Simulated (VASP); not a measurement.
# GaN (P6_3mc) in VASP: a series of runs

The runs below take GaN through single point, with PBEsol.

Program: VASP 6.6.1. These are calculated values, not measurements. Logs are shortened: lines on timing, memory, paths and dates and some standing lists are left out, and cuts for length are marked.

## Step 1: The cell of the first run

Symmetry: P6_3mc, No. 186, hexagonal system. The conventional cell has a = 3.111 Å, b = 3.111 Å, c = 5.069 Å, α = 90.00°, β = 90.00°, γ = 120.00°. Within 2.5 Å of Ga (site symmetry 3m) lie 4 N at 1.90 to 1.91 Å. N (site symmetry 3m) has 4 Ga at 1.90 to 1.91 Å within 2.5 Å.

## Step 2: Single point, PBEsol

Input file INCAR:

```
PREC = Accurate ; ENCUT = 520
EDIFF = 1E-6 ; ISMEAR = 0
SIGMA = 0.01 ; LREAL = False
LASPH = True ; NELM = 80
ALGO = Normal ; ISIF = 2
LWAVE = False ; LCHARG = False
GGA = PS ; NBANDS = 26
```

Input file KPOINTS:

```
regular mesh
0
Gamma
  8 8 4
```

Input file POSCAR:

```
GaN
1.0
    3.1105086848      0.0000000000      0.0000000000
   -1.5552543424      2.6937795397      0.0000000000
    0.0000000000      0.0000000000      5.0691666878
Ga N
2 2
Direct
    0.3333333333      0.6666666667     -0.0006770069
    0.6666666667      0.3333333333      0.4993229931
    0.3333333333      0.6666666667      0.3756770069
    0.6666666667      0.3333333333      0.8756770069
```

Potentials or basis: VASP PAW PBE potentials, release 64 (Ga_d, N).

On the command line:

```
$ cat potpaw_PBE.64/Ga_d/POTCAR potpaw_PBE.64/N/POTCAR > POTCAR
$ mpirun -np 1 vasp_std > vasp.out
```

OUTCAR:

```text
PREC = Accurate
   ENCUT = 520
   EDIFF = 1E-6
   ISMEAR = 0
   LREAL = False
   LASPH = True
   NELM = 80
   ISIF = 2
   GGA = PS

 ion  position               nearest neighbor table
   1  0.333  0.667  0.999-   4 1.90   4 1.90   4 1.90   3 1.91
   2  0.667  0.333  0.499-   3 1.90   3 1.90   3 1.90   4 1.91
   3  0.333  0.667  0.376-   2 1.90   2 1.90   2 1.90   1 1.91
   4  0.667  0.333  0.876-   1 1.90   1 1.90   1 1.90   2 1.91

  LATTYP: Found a hexagonal cell.
 ALAT       =     3.1105086848
 C/A-ratio  =     1.6296905752

  Lattice vectors:

 A1 = (   3.1105086848,   0.0000000000,   0.0000000000)
 A2 = (  -1.5552543424,   2.6937795397,   0.0000000000)
 A3 = (   0.0000000000,   0.0000000000,   5.0691666878)

Analysis of symmetry for initial positions (statically):
=====================================================================
 Subroutine PRICEL returns:
 Original cell was already a primitive cell.

 Routine SETGRP: Setting up the symmetry group for a
 hexagonal supercell.

 Subroutine GETGRP returns: Found 12 space group operations
 (whereof  6 operations were pure point group operations)
 out of a pool of 24 trial point group operations.

The static configuration has the point symmetry C_3v.
 The point group associated with its full space group is C_6v.

Analysis of symmetry for dynamics (positions and initial velocities):
=====================================================================
 Subroutine PRICEL returns:
 Original cell was already a primitive cell.

 Routine SETGRP: Setting up the symmetry group for a
 hexagonal supercell.

 Subroutine GETGRP returns: Found 12 space group operations
 (whereof  6 operations were pure point group operations)
 out of a pool of 24 trial point group operations.

The dynamic configuration has the point symmetry C_3v.
 The point group associated with its full space group is C_6v.

 Subroutine INISYM returns: Found 12 space group operations
 (whereof  6 operations are pure point group operations),
 and found     1 'primitive' translations

----------------------------------------------------------------------------------------

                                     Primitive cell

  volume of cell :      42.4747

  direct lattice vectors                    reciprocal lattice vectors
     3.110508685  0.000000000  0.000000000     0.321490824  0.185612814  0.000000000
    -1.555254342  2.693779540  0.000000000     0.000000000  0.371225628  0.000000000
     0.000000000  0.000000000  5.069166688     0.000000000  0.000000000  0.197271083

  length of vectors
     3.110508685  3.110508685  5.069166688     0.371225628  0.371225628  0.197271083

  position of ions in fractional coordinates (direct lattice)
     0.333333333  0.666666667  0.999322993
     0.666666667  0.333333333  0.499322993
     0.333333333  0.666666667  0.375677007
     0.666666667  0.333333333  0.875677007

  ion indices of the primitive-cell ions
   primitive index   ion index
                 1           1
                 2           2
                 3           3
                 4           4

----------------------------------------------------------------------------------------

 KPOINTS: regular mesh

Automatic generation of k-mesh.
 Grid dimensions read from file:
 generate k-points for:    8    8    4

 Generating k-lattice:

  Cartesian coordinates                     Fractional coordinates (reciprocal lattice)
     0.040186353  0.023201602  0.000000000     0.125000000  0.000000000  0.000000000
     0.000000000  0.046403203  0.000000000     0.000000000  0.125000000  0.000000000
     0.000000000  0.000000000  0.049317771     0.000000000  0.000000000  0.250000000

  Length of vectors
     0.046403203  0.046403203  0.049317771

  Shift w.r.t. Gamma in fractional coordinates (k-lattice)
     0.000000000  0.000000000  0.000000000

 Subroutine IBZKPT returns following result:
 ===========================================

 Found     30 irreducible k-points:

 Following reciprocal coordinates:
            Coordinates               Weight
  0.000000  0.000000  0.000000      1.000000
  0.125000  0.000000  0.000000      6.000000
  0.250000  0.000000  0.000000      6.000000
  0.375000  0.000000  0.000000      6.000000
  0.500000  0.000000  0.000000      3.000000
  0.125000  0.125000  0.000000      6.000000
[... 16 lines left out ...]
  0.250000  0.000000  0.500000      6.000000
  0.375000  0.000000  0.500000      6.000000
 [... further k-points ...]
   k-points           NKPTS =     30   k-points in BZ     NKDIM =     30   number of bands    NBANDS=     26
   number of dos      NEDOS =    301   number of ions     NIONS =      4
   total plane-waves  NPLWV =  23040
   dimension x,y,z NGX =    24 NGY =   24 NGZ =   40
   dimension x,y,z NGXF=    48 NGYF=   48 NGZF=   80
   ions per type =               2   2
   NGX,Y,Z   is equivalent  to a cutoff of  12.83, 12.83, 13.12 a.u.
   NGXF,Y,Z  is equivalent  to a cutoff of  25.65, 25.65, 26.24 a.u.
 SYSTEM =  unknown system
   PREC   = accura    normal or accurate (medium, high low for compatibility)
   ISTART =      0    job   : 0-new  1-cont  2-samecut
   ICHARG =      2    charge: 1-file 2-atom 10-const
   ISPIN  =      1    spin polarized calculation?
   LNONCOLLINEAR =      F non collinear calculations
   LSORBIT =      F    spin-orbit coupling
   LASPH  =      T    aspherical Exc in radial PAW
   ENCUT  =  520.0 eV  38.22 Ry    6.18 a.u.   5.78  5.78  9.43*2*pi/ulx,y,z
   NELM   =     80;   NELMIN=  2; NELMDL= -5     # of ELM steps
   EDIFF  = 0.1E-05   stopping-criterion for ELM
   LREAL  =      F    real-space projection
   EDIFFG = 0.1E-04   stopping-criterion for IOM
   NSW    =      0    number of steps for IOM
   IBRION =     -1    ionic relax: 0-MD 1-quasi-New 2-CG
   NFREE  =      0    steps in history (QN), initial steepest desc. (CG)
   ISIF   =      2    stress and relaxation
   ISYM   =      2    0-nonsym 1-usesym 2-fastsym
   POTIM  = 0.5000    time-step for ionic-motion
   TEBEG  =    0.0;   TEEND  =   0.0 temperature during run
   PSTRESS=    0.0 pullay stress
   NELECT =      36.0000    total number of electrons
   NUPDOWN=      -1.0000    fix difference up-down
   EMIN   =  10.00;   EMAX   =-10.00  energy-range for DOS
   EFERMI =   0.00;   METHOD = LEGACY
   ISMEAR =     0;   SIGMA  =   0.01  broadening in eV -4-tet -1-fermi 0-gaus
   EFERMI_NEDOS =   21; number of points for ismear=-14 and -15
   IALGO  =     38    algorithm
   IMIX   =      4    mixing-type and parameters
     AMIX     =   0.40;   BMIX     =  1.00
     AMIX_MAG =   1.60;   BMIX_MAG =  1.00
  volume/ion in A,a.u.               =      10.62        71.66
  Fermi-wavevector in a.u.,A,eV,Ry     =   1.549289  2.927731 32.657997  2.400295
  Thomas-Fermi vector in A             =   2.654117
   LORBIT       =      0    0 simple, 1 ext, 2 COOP (PROOUT), +10 PAW based schemes
   GGA     = PS    functional components
   LHFCALC =     F    Hartree Fock is set to
   AEXX    =    0.0000 exact exchange contribution
   IVDW    =     0    specifies the selected vdW correction
   LEPSILON=     F    determine dielectric tensor
   LRPA    =     F    only Hartree local field effects (RPA)
 non-spin polarized calculation
 Gauss-broadening in eV      SIGMA  =   0.01
  energy-cutoff  :      520.00
  volume of cell :       42.47
 maximum number of plane-waves:      1182
 NGX is ok and might be reduce to    24
   NGX = 11   NGY = 11   NGZ = 19

 number of electron      36.0000019 magnetization

 Free energy of the ion-electron system (eV)
  ---------------------------------------------------
  ext. energy  EPLUGINS =         0.00000000
  ---------------------------------------------------
  free energy    TOTEN  =       -26.13831943 eV

  energy without entropy =      -26.13831943  energy(sigma->0) =      -26.13831943

 E-fermi :   6.0890     XC(G=0): -12.3019

 val. band max:        6.0177414679   @ k =   0.0000   0.0000   0.0000
 cond. band min:       8.3646912420   @ k =   0.0000   0.0000   0.0000
 fundamental gap:      2.3469497741
 Fermi energy:         6.0890180087

 k-point     1 :       0.0000    0.0000    0.0000
  band No.  band energies     occupation
      1     -10.6231      2.00000
      2      -9.4273      2.00000
      3      -7.4721      2.00000
      4      -7.4530      2.00000
      5      -7.4530      2.00000
      6      -7.3754      2.00000
[... 18 lines left out ...]
     25      18.1865      0.00000
     26      18.1865      0.00000

 k-point     2 :       0.1250    0.0000    0.0000
  band No.  band energies     occupation
      1     -10.4470      2.00000
      2      -9.3761      2.00000
      3      -7.4535      2.00000
      4      -7.4264      2.00000
      5      -7.4109      2.00000
      6      -7.3538      2.00000
[... 18 lines left out ...]
     25      17.7109      0.00000
     26      18.5350      0.00000

 k-point     3 :       0.2500    0.0000    0.0000
  band No.  band energies     occupation
      1     -10.0137      2.00000
      2      -9.2750      2.00000
      3      -7.4058      2.00000
      4      -7.3790      2.00000
      5      -7.3141      2.00000
      6      -7.2467      2.00000
[... 18 lines left out ...]
     25      17.7218      0.00000
     26      19.2363      0.00000

 k-point     4 :       0.3750    0.0000    0.0000
  band No.  band energies     occupation
      1      -9.6001      2.00000
      2      -9.2082      2.00000
      3      -7.3943      2.00000
      4      -7.3608      2.00000
      5      -7.2600      2.00000
      6      -7.1866      2.00000
[... 18 lines left out ...]
     25      18.1762      0.00000
     26      19.8998      0.00000
[... 496 lines left out ...]
      1      -9.8152      2.00000
      2      -9.8152      2.00000
      3      -7.4099      2.00000
      4      -7.4099      2.00000
      5      -7.3932      2.00000
      6      -7.3932      2.00000
[... 18 lines left out ...]
     25      17.1911      0.00000
     26      17.1911      0.00000

 k-point    23 :       0.2500    0.0000    0.5000
  band No.  band energies     occupation
      1      -9.5448      2.00000
      2      -9.5448      2.00000
      3      -7.3808      2.00000
      4      -7.3808      2.00000
      5      -7.3164      2.00000
      6      -7.3164      2.00000
[... 18 lines left out ...]
     25      18.0585      0.00000
     26      18.0585      0.00000

 k-point    24 :       0.3750    0.0000    0.5000
  band No.  band energies     occupation
      1      -9.3277      2.00000
      2      -9.3277      2.00000
      3      -7.3942      2.00000
      4      -7.3942      2.00000
      5      -7.2550      2.00000
      6      -7.2550      2.00000
[... 18 lines left out ...]
     25      18.5875      0.00000
     26      18.5875      0.00000

 [... further k-points ...]

------------------------ aborting loop because EDIFF is reached ----------------------------------------

  FORCE on cell =-STRESS in cart. coord.  units (eV):
  Direction    XX          YY          ZZ          XY          YZ          ZX
  --------------------------------------------------------------------------------------
  -------------------------------------------------------------------------------------
  Total        3.8950792      3.8950792      3.9130656      0.0000000      0.0000000     -0.0000000
  in kB      146.9253858    146.9253858    147.6038464      0.0000000      0.0000000     -0.0000000
  external PRESSURE =     147.1515393 kB  Pullay stress =       0.0000000 kB

 VOLUME and BASIS-vectors are now :
 -----------------------------------------------------------------------------
  energy-cutoff  :      520.00
  volume of cell :       42.47
      direct lattice vectors                 reciprocal lattice vectors
     3.110508685  0.000000000  0.000000000     0.321490824  0.185612814  0.000000000
    -1.555254342  2.693779540  0.000000000     0.000000000  0.371225628  0.000000000
     0.000000000  0.000000000  5.069166688     0.000000000  0.000000000  0.197271083

 POSITION                                       TOTAL-FORCE (eV/Angst)
 -----------------------------------------------------------------------------------
     -0.00000      1.79585      5.06573        -0.000000      0.000000      0.000019
      1.55525      0.89793      2.53115         0.000000      0.000000      0.000019
     -0.00000      1.79585      1.90437         0.000000     -0.000000     -0.000019
      1.55525      0.89793      4.43895        -0.000000      0.000000     -0.000019
 -----------------------------------------------------------------------------------
    total drift:                               -0.000000     -0.000000      0.000408

  FREE ENERGIE OF THE ION-ELECTRON SYSTEM (eV)
  ---------------------------------------------------
  free  energy   TOTEN  =       -26.1383194335 eV

  energy  without entropy=      -26.1383194335  energy(sigma->0) =      -26.13831943
```

Run time: 38 s. Hardware: 1 thread of Intel Xeon Platinum 8488C (Sapphire Rapids), shared host; peak memory 0.17 GiB.

What came out:

- Free energy: -26.1383 eV
- Pressure: 14.7 GPa
- Band gap on the k mesh: 2.35 eV

Caveat: the cell stands under pressure; the PAW data sets were made with another functional, which shifts forces and pressure a little.

## Step 3: Single point, PBEsol

This run uses another cell than the first one, of 10.99 Å³/atom.

Input file INCAR:

```
PREC     = Accurate       # precision mode
ENCUT    = 520            # plane-wave cutoff, eV
EDIFF    = 1E-6           # SCF threshold, eV
ISMEAR   = 0              # smearing method
SIGMA    = 0.01           # smearing width, eV
LREAL    = False          # projectors in reciprocal space
LASPH    = True           # aspherical terms in the spheres
NELM     = 100            # most SCF steps
ALGO     = Normal         # electronic algorithm
ISIF     = 2              # what is computed and relaxed
LWAVE    = False          # write WAVECAR
LCHARG   = False          # write CHGCAR
GGA      = PS             # functional
NBANDS   = 26             # bands
```

Input file KPOINTS:

```
Automatic mesh
0
Gamma
  8 8 4
```

Input file POSCAR:

```
GaN
1.0
    3.1461869378      0.0000000000      0.0000000000
   -1.5730934689      2.7246778132      0.0000000000
    0.0000000000      0.0000000000      5.1264428692
Ga N
2 2
Direct
    0.3333333333      0.6666666667     -0.0007462013
    0.6666666667      0.3333333333      0.4992537987
    0.3333333333      0.6666666667      0.3757462013
    0.6666666667      0.3333333333      0.8757462013
```

Potentials or basis: VASP PAW PBE potentials, release 64 (Ga_d, N).

On the command line:

```
$ cat potpaw_PBE.64/Ga_d/POTCAR potpaw_PBE.64/N/POTCAR > POTCAR
$ mpirun -np 1 vasp_std > vasp.out
```

Run time: 29 s. Hardware: 1 thread of Intel Xeon Platinum 8488C (Sapphire Rapids), shared host; peak memory 0.17 GiB.

The run converged. Its results:

* Free energy: -26.2367 eV
* Pressure: 6.8 GPa
* Band gap on the k mesh: 2.12 eV

Levels at points of the mesh, in eV from the valence-band top:
```
           k point  band 15  band 16  band 17  band 18  band 19  band 20  band 21  band 22
(0.00, 0.00, 0.00)    -1.09    -0.05     0.00     0.00     2.12     4.44     9.31    10.02
(0.50, 0.00, 0.00)    -4.43    -2.91    -2.36    -1.06     5.04     5.70     6.05     8.86
(0.00, 0.00, 0.50)    -0.56    -0.56    -0.56    -0.56     4.44     4.44     8.56     8.56
(0.50, 0.00, 0.50)    -2.06    -2.06    -2.00    -2.00     4.41     4.41     7.92     7.92
```

Caveat: the cell stands under pressure; the PAW data sets were made with another functional, which shifts forces and pressure a little.

## Step 4: Single point, PBEsol

This run uses another cell than the first one, of 10.84 Å³/atom.

Edit INCAR of step 3 so:

```diff
@@ -7,3 +7,3 @@
 LASPH    = True           # aspherical terms in the spheres
-NELM     = 100            # most SCF steps
+NELM     = 60             # most SCF steps
 ALGO     = Normal         # electronic algorithm
```

KPOINTS is that of step 3.

Input file POSCAR:

```
GaN
1.0
    3.1321802232      0.0000000000      0.0000000000
   -1.5660901116      2.7125476425      0.0000000000
    0.0000000000      0.0000000000      5.1039001796
Ga N
2 2
Direct
    0.3333333333      0.6666666667     -0.0007207685
    0.6666666667      0.3333333333      0.4992792315
    0.3333333333      0.6666666667      0.3757207685
    0.6666666667      0.3333333333      0.8757207685
```

On the command line:

```
$ cat potpaw_PBE.64/Ga_d/POTCAR potpaw_PBE.64/N/POTCAR > POTCAR
$ mpirun -np 1 vasp_std > vasp.out
```

Run time: 31 s. Hardware: 1 thread of Intel Xeon Platinum 8488C (Sapphire Rapids), shared host; peak memory 0.16 GiB.

The run converged. Its results:

```yaml
Free_energy: -26.2065 eV
Pressure: 9.7 GPa
Band_gap_on_the_k_mesh: 2.21 eV
```

Levels at points of the mesh, in eV from the valence-band top:
| k point | band 16 | band 17 | band 18 | band 19 | band 20 | band 21 |
| --- | --- | --- | --- | --- | --- | --- |
| (0.00, 0.00, 0.00) | -0.05 | 0.00 | 0.00 | 2.21 | 4.53 | 9.39 |
| (0.50, 0.00, 0.00) | -2.96 | -2.41 | -1.08 | 5.08 | 5.76 | 6.10 |
| (0.00, 0.00, 0.50) | -0.57 | -0.57 | -0.57 | 4.52 | 4.52 | 8.63 |
| (0.50, 0.00, 0.50) | -2.10 | -2.03 | -2.03 | 4.45 | 4.45 | 8.00 |

Caveat: the cell stands under pressure; the PAW data sets were made with another functional, which shifts forces and pressure a little.

## Step 5: Summary

```csv
cell,gap on the mesh (eV),pressure (GPa)
"a = 3.111, b = 3.111, c = 5.069 Å, angles 90.0, 90.0, 120.0°, 4 atoms",2.35,14.7
"a = 3.146, b = 3.146, c = 5.126 Å, angles 90.0, 90.0, 120.0°, 4 atoms",2.12,6.8
"a = 3.132, b = 3.132, c = 5.104 Å, angles 90.0, 90.0, 120.0°, 4 atoms",2.21,9.7
```

Alike in all rows: task single point; level PBEsol; potentials or basis VASP PAW PBE potentials, release 64 (Ga_d, N); no spin polarisation; k mesh 8 × 8 × 4; cutoff (eV) 520; smearing gaussian 0.01 eV.

Caveats: the cell stands under pressure; the PAW data sets were made with another functional, which shifts forces and pressure a little.

Total energies depend on the potentials used, so only differences within one code and one set of settings carry meaning.
